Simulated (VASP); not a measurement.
Crystal: C.

```
C
1.0
     2.46496    0.00000    0.00000
    -1.23248    2.13472    0.00000
     0.00000    0.00000    6.74054
C
4
Direct
  0.00000 0.00000 0.00250
  0.00000 0.00000 0.50250
  0.33333 0.66667 0.00250
  0.66667 0.33333 0.50250
```

```yaml
Program: VASP 6.6.1
Task: relaxation of cell and atoms
Functional: LDA
Potentials_or_basis: VASP PAW LDA potentials, release 64 (C)
Cutoff: 600 eV
k_mesh: 21 × 21 × 6
Occupations: gaussian, width 0.1 eV
Spin: no spin polarisation
```

At the start: pressure -6.6 GPa; volume 8.87 Å³/atom.

Where does the relaxation end?

Over 14 steps the energy falls by 4.6 meV/atom and the volume is 8.50 Å³/atom (-4.2 %); space group P6_3/mmc (No. 194, to 0.05 Å).

The path:
```
step  energy change (eV)  largest force (eV/Å)  pressure (GPa)  volume (Å³)
   1              0.0000                0.0000           -6.55        35.47
   2              0.0764                0.0000           16.33        33.63
   3             -0.0162                0.0000           -0.37        34.92
   4             -0.0162                0.0000           -0.24        34.91
   5             -0.0162                0.0000           -0.11        34.90
   6             -0.0165                0.0000           -0.06        34.84
   7             -0.0172                0.0000           -0.04        34.66
   8             -0.0183                0.0000            0.08        34.30
   9             -0.0181                0.0000            0.38        33.57
  10             -0.0186                0.0000            0.26        33.95
  11             -0.0186                0.0000            0.18        34.01
  12             -0.0186                0.0000            0.24        33.98
  13             -0.0164                0.0000           -2.41        34.15
  14             -0.0186                0.0000            0.00        34.00
```

Final structure:
```yaml
crystal:
  lattice:
    - [2.44601, 0.00000, 0.00000]
    - [-1.22300, 2.11831, 0.00000]
    - [0.00000, 0.00000, 6.56119]
  atoms:
    - { symbol: C, position: [0.00000, 0.00000, 0.00250] }
    - { symbol: C, position: [0.00000, 0.00000, 0.50250] }
    - { symbol: C, position: [0.33333, 0.66667, 0.00250] }
    - { symbol: C, position: [0.66667, 0.33333, 0.50250] }
```
